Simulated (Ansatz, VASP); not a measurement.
**Two plane-wave programs on In2O3**

The input INCAR:

```
SYSTEM = In2O3
PREC     = Accurate       ! precision mode
ENCUT    = 520            ! plane-wave cutoff, eV
EDIFF    = 1E-7           ! SCF threshold, eV
ISMEAR   = 0              ! smearing method
SIGMA    = 0.05           ! smearing width, eV
LREAL    = .FALSE.        ! projectors in reciprocal space
LASPH    = .TRUE.         ! aspherical terms in the spheres
NELM     = 100            ! most SCF steps
ALGO     = Normal         ! electronic algorithm
ISIF     = 2              ! what is computed and relaxed
LWAVE    = .FALSE.        ! write WAVECAR
LCHARG   = .FALSE.        ! write CHGCAR
GGA      = PS             ! functional
NBANDS   = 55             ! bands
```

Contents of KPOINTS:

```
regular mesh
0
G
  6 6 6
  0 0 0
```

The input POSCAR:

```
In2O3
1.0
    2.7559971599      1.5911757021      4.5054112629
   -2.7559971599      1.5911757021      4.5054112629
    0.0000000000     -3.1823514043      4.5054112629
In O
4 6
Direct
    0.3574536553      0.3574536553      0.3574536553
    0.1425463447      0.1425463447      0.1425463447
    0.6425463447      0.6425463447      0.6425463447
    0.8574536553      0.8574536553      0.8574536553
    0.5458387896      0.9541612104      0.2500000000
    0.2500000000      0.5458387896      0.9541612104
    0.9541612104      0.2500000000      0.5458387896
    0.4541612104      0.0458387896      0.7500000000
    0.7500000000      0.4541612104      0.0458387896
    0.0458387896      0.7500000000      0.4541612104
```

Input for Ansatz:

```yaml
crystal:
  lattice:
    - [2.7559971599, 1.5911757021, 4.5054112629]
    - [-2.7559971599, 1.5911757021, 4.5054112629]
    - [0.0, -3.1823514043, 4.5054112629]
  atoms:
    - { symbol: In, position: [0.3574536553, 0.3574536553, 0.3574536553] }
    - { symbol: In, position: [0.1425463447, 0.1425463447, 0.1425463447] }
    - { symbol: In, position: [0.6425463447, 0.6425463447, 0.6425463447] }
    - { symbol: In, position: [0.8574536553, 0.8574536553, 0.8574536553] }
    - { symbol: O, position: [0.5458387896, 0.9541612104, 0.25] }
    - { symbol: O, position: [0.25, 0.5458387896, 0.9541612104] }
    - { symbol: O, position: [0.9541612104, 0.25, 0.5458387896] }
    - { symbol: O, position: [0.4541612104, 0.0458387896, 0.75] }
    - { symbol: O, position: [0.75, 0.4541612104, 0.0458387896] }
    - { symbol: O, position: [0.0458387896, 0.75, 0.4541612104] }
basis:
  ecutwfc: 520.0
kpoints:
  mp_grid: { grid: [6, 6, 6] }
hamiltonian:
  xc: pbesol
scf:
  occupations: { method: gaussian, width: 0.05 }
output:
  forces: true
  stress: true
  eigenvalues: true
  write_density: true
  write_potential: true
  elf: true
  volumetric_format: npy
```

Change from the starting cell: engineering shear strain xy +0.0000, normal strain along z -0.0700.

Alike in both runs: task single point; functional PBEsol; k mesh 6 × 6 × 6; occupations gaussian, width 0.05 eV; no spin polarisation.

|  | VASP | Ansatz |
| --- | --- | --- |
| version | VASP 6.6.1 | Ansatz 0.2.0 |
| potentials or method | VASP PAW PBE potentials, release 64 (In_d, O), cutoff 520 eV | scalar-relativistic, plane waves, PAW |
| valence electrons in the cell | 88 | 88 |

|  | VASP | Ansatz | Ansatz less VASP |
| --- | --- | --- | --- |
| gap on the k mesh at the Fermi level (eV) | 1.44 | 1.44 | +0.009 |
| least direct gap on the mesh (eV) | 1.57 | 1.58 | +0.008 |
| pressure (GPa) | 14.1 | 13.3 | -0.73 |
| traceless stress, the component that is largest in VASP (GPa) | 7.50 | 7.61 | +0.109 |
| rms of the force components (eV/Å) | 0.396 | 0.387 | -0.0081 |

VASP's potentials were made for PBE, not for PBEsol. Atom by atom the forces differ by 0.008 eV/Å (rms over components).
